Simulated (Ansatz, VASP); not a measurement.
**Ga2O in VASP and in Ansatz**

POSCAR

```
Ga2O
1.0
   -2.2767765048      4.0067283448      2.7407062228
    2.2767765048     -4.0067283448      2.7407062228
    2.2767765048      4.0067283448     -2.7407062228
Ga O
4 2
Direct
    0.1668357404      0.3376592390      0.5044949794
    0.6668357404      0.1623407610      0.8291765015
    0.8331642596      0.6623407610      0.4955050206
    0.3331642596      0.8376592390      0.1708234985
    0.7500000000      0.2500000000      0.5000000000
    0.2500000000      0.7500000000      0.5000000000
```

File INCAR.step1:

```
SYSTEM = Ga2O
  PREC = Accurate
  ENCUT = 520
  ISMEAR = 0
  SIGMA = 0.1
  LREAL = .False.
  LASPH = .True.
  NELM = 100
  NBANDS = 41
  GGA = PE
  ALGO = Normal
  EDIFF = 1E-4
  LWAVE = .True.
  LCHARG = .False.
```

INCAR.step2

```
SYSTEM = Ga2O
  PREC = Accurate
  ENCUT = 520
  EDIFF = 1E-7
  ISMEAR = 0
  SIGMA = 0.1
  LREAL = .False.
  LASPH = .True.
  NELM = 100
  ALGO = Normal
  ISIF = 2
  LWAVE = .False.
  LCHARG = .False.
  METAGGA = R2SCAN
  LMIXTAU = .True.
  NBANDS = 41
  ISTART = 1
```

Contents of KPOINTS:

```
Automatic mesh
0
Gamma
  10 10 10
  0 0 0
```

Input for Ansatz:

```yaml
crystal:
  lattice:
    - [-2.2767765048, 4.0067283448, 2.7407062228]
    - [2.2767765048, -4.0067283448, 2.7407062228]
    - [2.2767765048, 4.0067283448, -2.7407062228]
  atoms:
    - { symbol: Ga, position: [0.1668357404, 0.337659239, 0.5044949794] }
    - { symbol: Ga, position: [0.6668357404, 0.162340761, 0.8291765015] }
    - { symbol: Ga, position: [0.8331642596, 0.662340761, 0.4955050206] }
    - { symbol: Ga, position: [0.3331642596, 0.837659239, 0.1708234985] }
    - { symbol: O, position: [0.75, 0.25, 0.5] }
    - { symbol: O, position: [0.25, 0.75, 0.5] }
basis:
  ecutwfc: 500
kpoints:
  mp_grid: { grid: [10, 10, 10] }
  band_path:
    path:
      - [[0.0, 0.0, 0.0], [0.5, -0.5, 0.5], [0.33072369, -0.33072369, 0.66927631]]
      - [[-0.33072369, 0.33072369, 0.33072369], [0.0, 0.0, 0.0], [0.36697288, 0.36697288, -0.36697288]]
      - [[0.63302712, -0.36697288, 0.36697288], [0.5, -0.5, 0.5]]
      - [[0.0, 0.0, 0.0], [0.0, 0.5, 0.0], [0.25, 0.25, 0.25], [0.5, 0.0, 0.0], [0.0, 0.0, 0.0], [0.0, 0.0, 0.5], [0.25, 0.25, 0.25]]
    npoints: 14
hamiltonian:
  xc: r2scan
scf:
  occupations: { method: gaussian, width: 0.1 }
  n_extra_bands: 15
output:
  forces: true
  stress: true
  eigenvalues: true
  populations: true
  dos: { projected: true, de: 0.02, nscf_kmesh: { grid: [12, 12, 12] } }
  bader: true
  write_density: true
  write_potential: true
  elf: true
  volumetric_format: npy
```

Alike in both runs: task single point; functional r2SCAN; k mesh 10 × 10 × 10; occupations gaussian, width 0.1 eV; no spin polarisation.

|  | VASP | Ansatz |
| --- | --- | --- |
| version | VASP 6.6.1 | Ansatz 0.2.0 |
| potentials or method | VASP PAW PBE potentials, release 64 (Ga_d, O), cutoff 520 eV | scalar-relativistic, plane waves, PAW |
| valence electrons in the cell | 64 | 64 |

Ansatz gave:

| Property | Result |
| --- | --- |
| gap on the k mesh at the Fermi level (eV) | none |
| pressure (GPa) | -4.2 |
| traceless stress, the component that is largest in VASP (GPa) | -0.90 |
| rms of the force components (eV/Å) | 0.156 |

Q: Estimate VASP's values.

A: gap on the k mesh at the Fermi level (eV): none; pressure (GPa): -3.8; traceless stress, the component that is largest in VASP (GPa): -0.78; rms of the force components (eV/Å): 0.117.

VASP's potentials were made for PBE, not for r2SCAN. Atom by atom the forces differ by 0.039 eV/Å (rms over components). A gap of «none» marks a metal or a gap that the smearing closes.
